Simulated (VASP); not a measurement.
# SnO (Pmn2_1) in VASP: single point with PBE

Aim: the single point of SnO with PBE.

Program: VASP 6.6.1. These are calculated values, not measurements. Logs are shortened: lines on timing, memory, paths and dates and some standing lists are left out, and cuts for length are marked.

## Step 1: The cell of the first run

Symmetry: Pmn2_1, No. 31, orthorhombic system. Conventional cell: a = 3.439 Å, b = 5.758 Å, c = 4.001 Å, α = 90.00°, β = 90.00°, γ = 90.00°. Sn (site symmetry m) has 3 O at 2.11 to 2.15 Å within 2.8 Å. O (site symmetry m) has 3 Sn at 2.11 to 2.15 Å and 4 O at 2.88 Å within 2.9 Å.

## Step 2: Single point, PBE (uniaxial x strain +4.1%)

Contents of INCAR:

```
ALGO = Normal
EDIFF = 1E-6
ENCUT = 1340
GGA = PE
GGA_COMPAT = False
ISIF = 2
ISMEAR = -1
LASPH = True
LCHARG = False
LREAL = False
LWAVE = False
NBANDS = 28
NELM = 120
PREC = Accurate
SIGMA = 0.02
```

Contents of KPOINTS:

```
k-points
0
Gamma
  8 4 6
```

Contents of POSCAR:

```
SnO
1.0
    3.4392031775      0.0000000000      0.0000000000
    0.0000000000      5.7577049671      0.0000000000
    0.0000000000      0.0000000000      4.0008070933
Sn O
2 2
Direct
    0.0000000000      0.2265434688      0.5079087085
    0.5000000000      0.7734565312      0.0079087085
    0.0000000000      0.8985775737      0.7420922915
    0.5000000000      0.1014224263      0.2420922915
```

Potentials or basis: VASP PAW PBE potentials, release 64 (Sn_d, O_h).

The run is started by

```bash
cat potpaw_PBE.64/Sn_d/POTCAR potpaw_PBE.64/O_h/POTCAR > POTCAR
mpirun -np 1 vasp_std > vasp.out
```

OUTCAR:

```text
EDIFF = 1E-6
   ENCUT = 1340
   GGA = PE
   ISIF = 2
   ISMEAR = -1
   LASPH = True
   LREAL = False
   NELM = 120
   PREC = Accurate

 ion  position               nearest neighbor table
   1  0.000  0.227  0.508-   3 2.11   4 2.15   4 2.15   2 3.71   2 3.71   2 3.71   2 3.71
   2  0.500  0.773  0.008-   4 2.11   3 2.15   3 2.15   1 3.71   1 3.71   1 3.71   1 3.71
   3  0.000  0.899  0.742-   1 2.11   2 2.15   2 2.15
   4  0.500  0.101  0.242-   2 2.11   1 2.15   1 2.15

  LATTYP: Found a simple orthorhombic cell.
 ALAT       =     3.4392031775
 B/A-ratio  =     1.1632947770
 C/A-ratio  =     1.6741392322

  Lattice vectors:

 A1 = (  -3.4392031775,   0.0000000000,   0.0000000000)
 A2 = (   0.0000000000,   0.0000000000,   4.0008070933)
 A3 = (   0.0000000000,   5.7577049671,   0.0000000000)

Analysis of symmetry for initial positions (statically):
=====================================================================
 Subroutine PRICEL returns:
 Original cell was already a primitive cell.

 Routine SETGRP: Setting up the symmetry group for a
 simple orthorhombic supercell.

 Subroutine GETGRP returns: Found  4 space group operations
 (whereof  2 operations were pure point group operations)
 out of a pool of  8 trial point group operations.

The static configuration has the point symmetry C_1h.
 The point group associated with its full space group is C_2v.

Analysis of symmetry for dynamics (positions and initial velocities):
=====================================================================
 Subroutine PRICEL returns:
 Original cell was already a primitive cell.

 Routine SETGRP: Setting up the symmetry group for a
 simple orthorhombic supercell.

 Subroutine GETGRP returns: Found  4 space group operations
 (whereof  2 operations were pure point group operations)
 out of a pool of  8 trial point group operations.

The dynamic configuration has the point symmetry C_1h.
 The point group associated with its full space group is C_2v.

 Subroutine INISYM returns: Found  4 space group operations
 (whereof  2 operations are pure point group operations),
 and found     1 'primitive' translations

----------------------------------------------------------------------------------------

                                     Primitive cell

  volume of cell :      79.2237

  direct lattice vectors                    reciprocal lattice vectors
     3.439203178  0.000000000  0.000000000     0.290765026  0.000000000  0.000000000
[... 83 lines left out ...]
   ICHARG =      2    charge: 1-file 2-atom 10-const
   ISPIN  =      1    spin polarized calculation?
   LNONCOLLINEAR =      F non collinear calculations
   LSORBIT =      F    spin-orbit coupling
   LASPH  =      T    aspherical Exc in radial PAW
   ENCUT  = 1340.0 eV  98.49 Ry    9.92 a.u.  10.27 17.19 11.94*2*pi/ulx,y,z
   NELM   =    120;   NELMIN=  2; NELMDL= -5     # of ELM steps
   EDIFF  = 0.1E-05   stopping-criterion for ELM
   LREAL  =      F    real-space projection
[... 7 lines left out ...]
   TEBEG  =    0.0;   TEEND  =   0.0 temperature during run
   PSTRESS=    0.0 pullay stress
   NELECT =      40.0000    total number of electrons
   NUPDOWN=      -1.0000    fix difference up-down
   EMIN   =  10.00;   EMAX   =-10.00  energy-range for DOS
   EFERMI =   0.00;   METHOD = LEGACY
   ISMEAR =    -1;   SIGMA  =   0.02  broadening in eV -4-tet -1-fermi 0-gaus
   EFERMI_NEDOS =   21; number of points for ismear=-14 and -15
   IALGO  =     38    algorithm
   IMIX   =      4    mixing-type and parameters
     AMIX     =   0.40;   BMIX     =  1.00
     AMIX_MAG =   1.60;   BMIX_MAG =  1.00
  volume/ion in A,a.u.               =      19.81       133.66
  Fermi-wavevector in a.u.,A,eV,Ry     =   1.303597  2.463440 23.121251  1.699364
  Thomas-Fermi vector in A             =   2.434588
   LORBIT       =      0    0 simple, 1 ext, 2 COOP (PROOUT), +10 PAW based schemes
   GGA     = PE    functional components
   LHFCALC =     F    Hartree Fock is set to
   AEXX    =    0.0000 exact exchange contribution
   IVDW    =     0    specifies the selected vdW correction
   LEPSILON=     F    determine dielectric tensor
   LRPA    =     F    only Hartree local field effects (RPA)
 non-spin polarized calculation
  energy-cutoff  :     1340.00
  volume of cell :       79.22
 maximum number of plane-waves:      8884
 NGX is ok and might be reduce to    42
   NGX = 21   NGY = 35   NGZ = 23

 number of electron      40.0000001 magnetization

 Free energy of the ion-electron system (eV)
  ---------------------------------------------------
  ext. energy  EPLUGINS =         0.00000000
  ---------------------------------------------------
  free energy    TOTEN  =       -22.41051132 eV

  energy without entropy =      -22.41051132  energy(sigma->0) =      -22.41051132

 E-fermi :   5.8824     XC(G=0):  -9.5997

 val. band max:        5.4287448115   @ k =   0.0000   0.0000   0.0000
 cond. band min:       6.8448927460   @ k =   0.3750   0.5000   0.0000
 fundamental gap:      1.4161479345
 Fermi energy:         5.8823649716

 k-point     1 :       0.0000    0.0000    0.0000
  band No.  band energies     occupation
      1     -16.0421      2.00000
      2     -15.6613      2.00000
      3     -15.5938      2.00000
      4     -15.5679      2.00000
      5     -15.5407      2.00000
      6     -15.5193      2.00000
[... 733 lines left out ...]
     27      14.2860      0.00000
     28      15.6577      0.00000

 [... further k-points ...]

------------------------ aborting loop because EDIFF is reached ----------------------------------------

  FORCE on cell =-STRESS in cart. coord.  units (eV):
  Direction    XX          YY          ZZ          XY          YZ          ZX
  --------------------------------------------------------------------------------------
  -------------------------------------------------------------------------------------
  Total        0.8278483      1.9735081      1.6468206      0.0000000      0.0000000      0.0000000
  in kB       16.7419680     39.9111877     33.3044314      0.0000000      0.0000000      0.0000000
  external PRESSURE =      29.9858624 kB  Pullay stress =       0.0000000 kB

 VOLUME and BASIS-vectors are now :
 -----------------------------------------------------------------------------
  energy-cutoff  :     1340.00
  volume of cell :       79.22
      direct lattice vectors                 reciprocal lattice vectors
     3.439203178  0.000000000  0.000000000     0.290765026  0.000000000  0.000000000
     0.000000000  5.757704967  0.000000000     0.000000000  0.173680313  0.000000000
     0.000000000  0.000000000  4.000807093     0.000000000  0.000000000  0.249949567

 POSITION                                       TOTAL-FORCE (eV/Angst)
 -----------------------------------------------------------------------------------
      0.00000      1.30437      2.03204         0.000000      0.564943      0.145779
      1.71960      4.45333      0.03164         0.000000     -0.564943      0.145779
      0.00000      5.17374      2.96897         0.000000     -0.138670     -0.145779
      1.71960      0.58396      0.96856         0.000000      0.138670     -0.145779
 -----------------------------------------------------------------------------------
    total drift:                                0.000000      0.000000      0.000839

  FREE ENERGIE OF THE ION-ELECTRON SYSTEM (eV)
  ---------------------------------------------------
  free  energy   TOTEN  =       -22.4105113226 eV

  energy  without entropy=      -22.4105113226  energy(sigma->0) =      -22.41051132
```

OSZICAR:

```text
N       E                     dE             d eps       ncg     rms          rms(c)
DAV:   1     0.603896904310E+03    0.60390E+03   -0.33454E+04  3432   0.375E+03
DAV:   2     0.108887535434E+03   -0.49501E+03   -0.47763E+03  3392   0.845E+02
DAV:   3    -0.127473764056E+02   -0.12163E+03   -0.11679E+03  4172   0.256E+02
DAV:   4    -0.259056288217E+02   -0.13158E+02   -0.12931E+02  4008   0.808E+01
DAV:   5    -0.263835794428E+02   -0.47795E+00   -0.47674E+00  3920   0.160E+01    0.122E+01
DAV:   6    -0.224303372481E+02    0.39532E+01   -0.16181E+01  5644   0.459E+01    0.511E+00
DAV:   7    -0.224422235553E+02   -0.11886E-01   -0.22599E+00  3884   0.908E+00    0.276E+00
DAV:   8    -0.224226215595E+02    0.19602E-01   -0.41655E-01  4980   0.480E+00    0.923E-01
DAV:   9    -0.224092153665E+02    0.13406E-01   -0.64856E-02  5500   0.264E+00    0.277E-01
DAV:  10    -0.224109669935E+02   -0.17516E-02   -0.93274E-03  4568   0.899E-01    0.161E-01
DAV:  11    -0.224104745685E+02    0.49242E-03   -0.23257E-03  5504   0.488E-01    0.231E-02
DAV:  12    -0.224105235380E+02   -0.48969E-04   -0.41241E-04  3596   0.120E-01    0.399E-02
DAV:  13    -0.224105116937E+02    0.11844E-04   -0.37713E-05  5124   0.598E-02    0.116E-02
DAV:  14    -0.224105113226E+02    0.37109E-06   -0.42239E-06  3664   0.146E-02
   1 F= -.22410511E+02 E0= -.22410511E+02  d E =-.829210E-12
```

Run time: 6.8 min. Hardware: 1 thread of AMD EPYC 7R13 (Zen 3), shared host; peak memory 0.66 GiB.

Results:

* Free energy: -22.4105 eV
* Pressure: 3.0 GPa
* Largest force: 0.583 eV/Å
* Band gap on the k mesh: 1.42 eV (least direct gap 2.37 eV)

Forces on the atoms (eV/Å):
```
Sn   0.000  0.565  0.146
Sn   0.000 -0.565  0.146
O    0.000 -0.139 -0.146
O    0.000  0.139 -0.146
```

Caveat: the cell differs from its parent crystal (uniaxial x strain +4.1%); spin-orbit coupling is left out, which moves the levels of the heavy elements. A k mesh can miss the band edges.
